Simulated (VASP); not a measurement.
Write the native input for VASP 6.6.1 that does the following.

- Task: single point
- Functional: RPBE
- Potentials or basis: VASP PAW PBE potentials, release 64 (Hf_pv)
- Cutoff: 520 eV
- k mesh: 14 × 14 × 14
- Occupations: fermi-dirac, width 0.1 eV
- Spin: no spin polarisation
- Dipole correction: no
- Further INCAR settings: ALGO = Normal; EDIFF = 1e-06; NBANDS = 11

The structure of Hf lies in POSCAR:

```
Hf
1.0
   -1.7919242752      1.7919242752      1.7919242752
    1.7919242752     -1.7919242752      1.7919242752
    1.7919242752      1.7919242752     -1.7919242752
Hf
1
Direct
    0.0000000000      0.0000000000      0.0000000000
```

The input as run:

INCAR

```
PREC     = Accurate       # precision mode
ENCUT    = 520            # plane-wave cutoff, eV
EDIFF    = 1E-6           # SCF threshold, eV
ISMEAR   = -1             # smearing method
SIGMA    = 0.1            # smearing width, eV
LREAL    = False          # projectors in reciprocal space
LASPH    = True           # aspherical terms in the spheres
NELM     = 80             # most SCF steps
ALGO     = Normal         # electronic algorithm
ISIF     = 2              # what is computed and relaxed
LWAVE    = False          # write WAVECAR
LCHARG   = True           # write CHGCAR
GGA      = RP             # functional
LELF     = True           # ELF
LVHAR    = True         
NBANDS   = 11             # bands
```

KPOINTS

```
Automatic mesh
0
Gamma
  14 14 14
```

Potentials or basis: VASP PAW PBE potentials, release 64 (Hf_pv).

The run is started by

```sh
$ cat potpaw_PBE.64/Hf_pv/POTCAR > POTCAR
$ mpirun -np 1 vasp_std > vasp.out
```

It gave:

```json
{
  "Pressure": "-0.4 GPa",
  "Band gap on the k mesh": "zero (band 5 reaches 6.02 eV, above the bottom of band 6 at 3.74 eV)"
}
```

Caveat: the PAW data sets were made with another functional, which shifts forces and pressure a little; spin-orbit coupling is left out, which moves the levels of the heavy elements.

Wall time 17 s on 1 thread of AMD EPYC 7R13 Processor (Zen 3), on a shared host, peak memory 0.13 GiB.
